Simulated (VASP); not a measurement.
Wanted: the native input for a VASP 6.6.1 run.

```yaml
Task: single point
Functional: PBE
Potentials_or_basis: VASP PAW PBE potentials, release 64 (Si, Mo_sv)
Cutoff: 520 eV
k_mesh: 12 × 12 × 16
Occupations: fermi-dirac, width 0.03 eV
Spin: no spin polarisation
Dipole_correction: no
Further_INCAR_settings: ALGO = Normal; EDIFF = 1e-06; NBANDS = 18
```

The structure of Si2Mo lies in POSCAR:

```
Si2Mo
1.0
   -1.5446950000      1.6233050000      3.9305000000
    1.6233050000     -1.5446950000      3.9305000000
    1.5766950000      1.5766950000     -3.8985000000
Si Mo
2 1
Direct
    0.3330000000      0.3330000000      0.0000000000
    0.6670000000      0.6670000000      0.0000000000
    0.0000000000      0.0000000000      0.0000000000
```

This cell differs from its parent crystal: equal xy, yz and zx shear strains of +2 %.

These files were run (other wordings do the same):

INCAR

```
PREC = Accurate ; ENCUT = 520
EDIFF = 1E-6 ; ISMEAR = -1
SIGMA = 0.03 ; LREAL = False
LASPH = True ; NELM = 60
ALGO = Normal ; ISIF = 2
LWAVE = False ; LCHARG = False
GGA = PE ; NBANDS = 18
```

KPOINTS

```
regular mesh
0
Gamma
  12 12 16
```

Potentials or basis: VASP PAW PBE potentials, release 64 (Si, Mo_sv).

The run is started by

```bash
$ cat potpaw_PBE.64/Si/POTCAR potpaw_PBE.64/Mo_sv/POTCAR > POTCAR
$ mpirun -np 1 vasp_std > vasp.out
```

It gave:

| Quantity | Value |
| --- | --- |
| Pressure | 2.7 GPa |
| Largest force | 0.269 eV/Å |
| Band gap on the k mesh | zero (bands 11 and 12 overlap by 0.98 eV) |

Caveat: the cell differs from its parent crystal (equal xy, yz and zx shear strains of +2 %).

Wall time 16 min on 1 thread of Oxide Virtual Turin-like Processor (shared host), peak memory 0.51 GiB.
